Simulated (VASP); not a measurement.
# Mg5ZnS6 (P31m) in VASP: single point with PBE

Aim: the single point of Mg5ZnS6 with PBE.

All numbers are computed with VASP 6.6.1; they aren't measurements. Logs are shortened: lines on timing, memory, paths and dates and some standing lists are left out, and cuts for length are marked.

## 1. The cell of the first run

It takes space group P31m (No. 157, trigonal). The conventional cell has a = 6.960 Å, b = 6.960 Å, c = 6.470 Å, α = 90.00°, β = 90.00°, γ = 120.00°. Within 3.2 Å of Mg (site symmetry m) lie 4 S at 2.45 to 2.47 Å. Within 3.3 Å of Mg (site symmetry 3) lie 4 S at 2.47 to 2.48 Å. Within 3.1 Å of Zn (site symmetry 3m) lie 4 S at 2.37 to 2.38 Å. S (site symmetry m) has 1 Zn at 2.38 Å and 3 Mg at 2.47 to 2.48 Å within 3.1 Å. Within 3.2 Å of S (site symmetry 3) lie 4 Mg at 2.45 to 2.47 Å. Within 3.1 Å of S (site symmetry 3m) lie 1 Zn at 2.37 Å and 3 Mg at 2.45 Å.

## 2. Single point, PBE

File POSCAR:

```
Mg5ZnS6
1.0
    6.9595102876      0.0000000000      0.0000000000
   -3.4797551438      6.0271127069      0.0000000000
    0.0000000000      0.0000000000      6.4698924053
Mg Zn S
5 1 6
Direct
    0.0000000000      0.6698284251      0.0024083011
    0.6698284251      0.0000000000      0.0024083011
    0.3301715749      0.3301715749      0.0024083011
    0.3333333333      0.6666666667      0.5029451717
    0.6666666667      0.3333333333      0.5029451717
    0.0000000000      0.0000000000      0.5042070683
    0.0000000000      0.6768882777      0.3846750577
    0.6768882777      0.0000000000      0.3846750577
    0.3231117223      0.3231117223      0.3846750577
    0.3333333333      0.6666666667      0.8842664075
    0.0000000000      0.0000000000      0.8701196370
    0.6666666667      0.3333333333      0.8842664075
```

File INCAR.step1:

```
SYSTEM = Mg5ZnS6
  PREC = Accurate
  ENCUT = 520
  EDIFF = 1E-6
  ISMEAR = 0
  SIGMA = 0.02
  LREAL = .False.
  LASPH = .True.
  NELM = 100
  ALGO = Normal
  ISIF = 2
  LWAVE = .False.
  LCHARG = .True.
  GGA = PE
  NBANDS = 41
```

File KPOINTS.step1:

```
Automatic mesh
0
Gamma
  6 6 4
  0 0 0
```

File INCAR.step2:

```
SYSTEM = Mg5ZnS6
  PREC = Accurate
  ENCUT = 520
  EDIFF = 1E-6
  ISMEAR = -5
  SIGMA = 0.02
  LREAL = .False.
  LASPH = .True.
  NELM = 100
  ALGO = Normal
  ISIF = 2
  LWAVE = .False.
  LCHARG = .False.
  GGA = PE
  LORBIT = 11
  NEDOS = 2001
  ICHARG = 11
```

File KPOINTS.step2:

```
Automatic mesh
0
Gamma
  9 9 6
  0 0 0
```

Potentials or basis: VASP PAW PBE potentials, release 64 (Mg, Zn, S).

On the command line:

```bash
$ cat potpaw_PBE.64/Mg/POTCAR potpaw_PBE.64/Zn/POTCAR potpaw_PBE.64/S/POTCAR > POTCAR
$ cp INCAR.step1 INCAR
$ cp KPOINTS.step1 KPOINTS
$ mpirun -np 1 vasp_std > vasp.out
$ cp INCAR.step2 INCAR
$ cp KPOINTS.step2 KPOINTS
$ mpirun -np 1 vasp_std > vasp.out
```

OUTCAR:

```text
SYSTEM = Mg5ZnS6
   PREC = Accurate
   ENCUT = 520
   EDIFF = 1E-6
   ISMEAR = -5
   LREAL = .False.
   LASPH = .True.
   NELM = 100
   ISIF = 2
   GGA = PE
   LORBIT = 11
   ICHARG = 11

 ion  position               nearest neighbor table
   1  0.000  0.670  0.002-  11 2.45  10 2.45  12 2.45   7 2.47
   2  0.670  0.000  0.002-  11 2.45  12 2.45  10 2.45   8 2.47
   3  0.330  0.330  0.002-  11 2.45  10 2.45  12 2.45   9 2.47
   4  0.333  0.667  0.503-  10 2.47   7 2.48   8 2.48   9 2.48
   5  0.667  0.333  0.503-  12 2.47   8 2.48   7 2.48   9 2.48
   6  0.000  0.000  0.504-  11 2.37   9 2.38   7 2.38   8 2.38
   7  0.000  0.677  0.385-   6 2.38   1 2.47   4 2.48   5 2.48
   8  0.677  0.000  0.385-   6 2.38   2 2.47   5 2.48   4 2.48
   9  0.323  0.323  0.385-   6 2.38   3 2.47   4 2.48   5 2.48
  10  0.333  0.667  0.884-   1 2.45   2 2.45   3 2.45   4 2.47
  11  0.000  0.000  0.870-   6 2.37   3 2.45   1 2.45   2 2.45
  12  0.667  0.333  0.884-   2 2.45   1 2.45   3 2.45   5 2.47

  LATTYP: Found a hexagonal cell.
 ALAT       =     6.9595102876
 C/A-ratio  =     0.9296476531

  Lattice vectors:

 A1 = (   6.9595102876,   0.0000000000,   0.0000000000)
 A2 = (  -3.4797551438,   6.0271127069,   0.0000000000)
 A3 = (   0.0000000000,   0.0000000000,   6.4698924053)

Analysis of symmetry for initial positions (statically):
=====================================================================
 Subroutine PRICEL returns:
 Original cell was already a primitive cell.

 Routine SETGRP: Setting up the symmetry group for a
 hexagonal supercell.

 Subroutine GETGRP returns: Found  6 space group operations
 (whereof  6 operations were pure point group operations)
 out of a pool of 24 trial point group operations.

The static configuration has the point symmetry C_3v.

Analysis of symmetry for dynamics (positions and initial velocities):
=====================================================================
 Subroutine PRICEL returns:
 Original cell was already a primitive cell.

 Routine SETGRP: Setting up the symmetry group for a
 hexagonal supercell.

 Subroutine GETGRP returns: Found  6 space group operations
 (whereof  6 operations were pure point group operations)
 out of a pool of 24 trial point group operations.

The dynamic configuration has the point symmetry C_3v.

 Subroutine INISYM returns: Found  6 space group operations
 (whereof  6 operations are pure point group operations),
 and found     1 'primitive' translations

----------------------------------------------------------------------------------------

                                     Primitive cell

  volume of cell :     271.3845

  direct lattice vectors                    reciprocal lattice vectors
     6.959510288  0.000000000  0.000000000     0.143688271  0.082958462  0.000000000
    -3.479755144  6.027112707  0.000000000     0.000000000  0.165916924  0.000000000
     0.000000000  0.000000000  6.469892405     0.000000000  0.000000000  0.154562076

  length of vectors
     6.959510288  6.959510288  6.469892405     0.165916924  0.165916924  0.154562076

  position of ions in fractional coordinates (direct lattice)
     0.000000000  0.669828425  0.002408301
     0.669828425  0.000000000  0.002408301
     0.330171575  0.330171575  0.002408301
     0.333333333  0.666666667  0.502945172
     0.666666667  0.333333333  0.502945172
     0.000000000  0.000000000  0.504207068
     0.000000000  0.676888278  0.384675058
     0.676888278  0.000000000  0.384675058
     0.323111722  0.323111722  0.384675058
     0.333333333  0.666666667  0.884266408
     0.000000000  0.000000000  0.870119637
     0.666666667  0.333333333  0.884266408

  ion indices of the primitive-cell ions
   primitive index   ion index
                 1           1
                 2           2
                 3           3
                 4           4
                 5           5
                 6           6
                 7           7
                 8           8
                 9           9
                10          10
                11          11
                12          12

----------------------------------------------------------------------------------------

 KPOINTS: Automatic mesh

Automatic generation of k-mesh.
 Grid dimensions read from file:
 generate k-points for:    9    9    6

 Generating k-lattice:

  Cartesian coordinates                     Fractional coordinates (reciprocal lattice)
     0.015965363  0.009217607  0.000000000     0.111111111  0.000000000  0.000000000
     0.000000000  0.018435214  0.000000000     0.000000000  0.111111111  0.000000000
     0.000000000  0.000000000  0.025760346     0.000000000  0.000000000  0.166666667

  Length of vectors
     0.018435214  0.018435214  0.025760346

  Shift w.r.t. Gamma in fractional coordinates (k-lattice)
     0.000000000  0.000000000  0.000000000

 TETIRR: Found    925 inequivalent tetrahedra from     2916

 Subroutine IBZKPT returns following result:
 ===========================================

 Found     62 irreducible k-points:

 Following reciprocal coordinates:
            Coordinates               Weight
  0.000000  0.000000  0.000000      1.000000
  0.111111  0.000000  0.000000      6.000000
  0.222222  0.000000  0.000000      6.000000
  0.333333  0.000000  0.000000      6.000000
  0.444444  0.000000  0.000000      6.000000
  0.111111  0.111111  0.000000      6.000000
[... 16 lines left out ...]
 -0.111111  0.444444  0.166667     12.000000
  0.444444  0.111111  0.166667      6.000000
 [... further k-points ...]
   k-points           NKPTS =     62   k-points in BZ     NKDIM =     62   number of bands    NBANDS=     36
   number of dos      NEDOS =   2001   number of ions     NIONS =     12
   total plane-waves  NPLWV = 139968
   dimension x,y,z NGX =    54 NGY =   54 NGZ =   48
   dimension x,y,z NGXF=   108 NGYF=  108 NGZF=   96
   ions per type =               5   1   6
   NGX,Y,Z   is equivalent  to a cutoff of  12.90, 12.90, 12.33 a.u.
   NGXF,Y,Z  is equivalent  to a cutoff of  25.80, 25.80, 24.67 a.u.
 SYSTEM =  Mg5ZnS6
   PREC   = accura    normal or accurate (medium, high low for compatibility)
   ISTART =      0    job   : 0-new  1-cont  2-samecut
   ICHARG =     11    charge: 1-file 2-atom 10-const
   ISPIN  =      1    spin polarized calculation?
   LNONCOLLINEAR =      F non collinear calculations
   LSORBIT =      F    spin-orbit coupling
   LASPH  =      T    aspherical Exc in radial PAW
   ENCUT  =  520.0 eV  38.22 Ry    6.18 a.u.  12.94 12.94 12.03*2*pi/ulx,y,z
   NELM   =    100;   NELMIN=  2; NELMDL=  0     # of ELM steps
   EDIFF  = 0.1E-05   stopping-criterion for ELM
   LREAL  =      F    real-space projection
[... 7 lines left out ...]
   TEBEG  =    0.0;   TEEND  =   0.0 temperature during run
   PSTRESS=    0.0 pullay stress
   NELECT =      58.0000    total number of electrons
   NUPDOWN=      -1.0000    fix difference up-down
   EMIN   =  10.00;   EMAX   =-10.00  energy-range for DOS
   EFERMI =   0.00;   METHOD = LEGACY
   ISMEAR =    -5;   SIGMA  =   0.02  broadening in eV -4-tet -1-fermi 0-gaus
   EFERMI_NEDOS =   21; number of points for ismear=-14 and -15
   IALGO  =     38    algorithm
   IMIX   =      4    mixing-type and parameters
     AMIX     =   0.40;   BMIX     =  1.00
     AMIX_MAG =   1.60;   BMIX_MAG =  1.00
  volume/ion in A,a.u.               =      22.62       152.62
  Fermi-wavevector in a.u.,A,eV,Ry     =   0.978789  1.849643 13.034765  0.958028
  Thomas-Fermi vector in A             =   2.109592
   LORBIT       =     11    0 simple, 1 ext, 2 COOP (PROOUT), +10 PAW based schemes
   GGA     = PE    functional components
   LHFCALC =     F    Hartree Fock is set to
   AEXX    =    0.0000 exact exchange contribution
   IVDW    =     0    specifies the selected vdW correction
   LEPSILON=     F    determine dielectric tensor
   LRPA    =     F    only Hartree local field effects (RPA)
 non-spin polarized calculation
 Fermi weights with tetrahedron method with Bloechl corrections
  energy-cutoff  :      520.00
  volume of cell :      271.38
 maximum number of plane-waves:      7344
 NGX is ok and might be reduce to    54

 number of electron      57.9999988 magnetization

 Free energy of the ion-electron system (eV)
  ---------------------------------------------------
  ext. energy  EPLUGINS =         0.00000000
  ---------------------------------------------------
  free energy    TOTEN  =       -49.23958590 eV

  energy without entropy =      -49.23958590  energy(sigma->0) =      -49.23958590

 E-fermi :   1.1852     XC(G=0):  -8.4911

 val. band max:        1.1783819112   @ k =   0.0000   0.0000   0.0000
 cond. band min:       4.3077703058   @ k =   0.0000   0.0000   0.0000
 fundamental gap:      3.1293883946
 Fermi energy:         1.1852402420

 k-point     1 :       0.0000    0.0000    0.0000
  band No.  band energies     occupation
      1     -10.4137      2.00000
      2      -9.6815      2.00000
      3      -9.5788      2.00000
      4      -9.5788      2.00000
      5      -9.5497      2.00000
      6      -9.4558      2.00000
[... 28 lines left out ...]
     35       8.2036      0.00000
     36       8.2144      0.00000
[... 866 lines left out ...]
      6      -9.4746      2.00000
[... 28 lines left out ...]
     35       7.0958      0.00000
     36       7.2425      0.00000

 [... further k-points ...]

------------------------ aborting loop because EDIFF is reached ----------------------------------------

  FORCE on cell =-STRESS in cart. coord.  units (eV):
  Direction    XX          YY          ZZ          XY          YZ          ZX
  --------------------------------------------------------------------------------------
  -------------------------------------------------------------------------------------
  Total       -0.1919012     -0.1919012     -0.1667258     -0.0000000     -0.0000000     -0.0000000
  in kB       -1.1329306     -1.1329306     -0.9843018     -0.0000000     -0.0000000     -0.0000000
  external PRESSURE =      -1.0833877 kB  Pullay stress =       0.0000000 kB

 VOLUME and BASIS-vectors are now :
 -----------------------------------------------------------------------------
  energy-cutoff  :      520.00
  volume of cell :      271.38
      direct lattice vectors                 reciprocal lattice vectors
     6.959510288  0.000000000  0.000000000     0.143688271  0.082958462  0.000000000
    -3.479755144  6.027112707  0.000000000     0.000000000  0.165916924  0.000000000
     0.000000000  0.000000000  6.469892405     0.000000000  0.000000000  0.154562076

 POSITION                                       TOTAL-FORCE (eV/Angst)
 -----------------------------------------------------------------------------------
     -2.33084      4.03713      0.01558         0.000252     -0.000437     -0.003834
      4.66168      0.00000      0.01558        -0.000504     -0.000000     -0.003834
      1.14892      1.98998      0.01558         0.000252      0.000437     -0.003834
     -0.00000      4.01808      3.25400        -0.000000     -0.000000     -0.004059
      3.47976      2.00904      3.25400        -0.000000     -0.000000     -0.004059
      0.00000      0.00000      3.26217        -0.000000      0.000000     -0.007268
     -2.35541      4.07968      2.48881         0.008598     -0.014893     -0.002630
      4.71081      0.00000      2.48881        -0.017196     -0.000000     -0.002630
      1.12435      1.94743      2.48881         0.008598      0.014893     -0.002630
     -0.00000      4.01808      5.72111        -0.000000     -0.000000      0.005012
      0.00000      0.00000      5.62958        -0.000000      0.000000      0.024753
      3.47976      2.00904      5.72111        -0.000000     -0.000000      0.005012
 -----------------------------------------------------------------------------------
    total drift:                               -0.000002     -0.000003     -0.000126

  FREE ENERGIE OF THE ION-ELECTRON SYSTEM (eV)
  ---------------------------------------------------
  free  energy   TOTEN  =       -49.2395858967 eV

  energy  without entropy=      -49.2395858967  energy(sigma->0) =      -49.23958590

 total charge

# of ion       s       p       d       tot
------------------------------------------
    1        0.163   0.143   0.038   0.344
    2        0.163   0.143   0.038   0.344
    3        0.163   0.143   0.038   0.344
    4        0.161   0.138   0.036   0.335
    5        0.161   0.138   0.036   0.335
    6        0.498   0.433   9.799  10.731
    7        1.311   2.476   0.000   3.786
    8        1.311   2.476   0.000   3.786
    9        1.311   2.476   0.000   3.786
   10        1.309   2.505   0.000   3.814
   11        1.310   2.488   0.000   3.798
   12        1.309   2.505   0.000   3.814
--------------------------------------------------
tot          9.172  16.062   9.984  35.218
```

Run time: 8.9 min. Hardware: 1 thread of Intel Xeon Platinum 8488C (Sapphire Rapids), shared host; peak memory 0.71 GiB.

Results:

```
Valence electrons inside the program's atomic spheres : Mg 0.34; Zn 10.73; S 3.79, 3.81, 3.80 (each value once)
```

Levels at points of the mesh, in eV from the valence-band top:
| k point | band 26 | band 27 | band 28 | band 29 | band 30 | band 31 | band 32 | band 33 |
| --- | --- | --- | --- | --- | --- | --- | --- | --- |
| (0.00, 0.00, 0.00) | -0.57 | -0.06 | -0.06 | 0.00 | 3.13 | 4.42 | 4.78 | 4.78 |
| (0.00, 0.00, 0.50) | -0.41 | -0.41 | -0.22 | -0.22 | 4.29 | 4.85 | 5.19 | 5.72 |
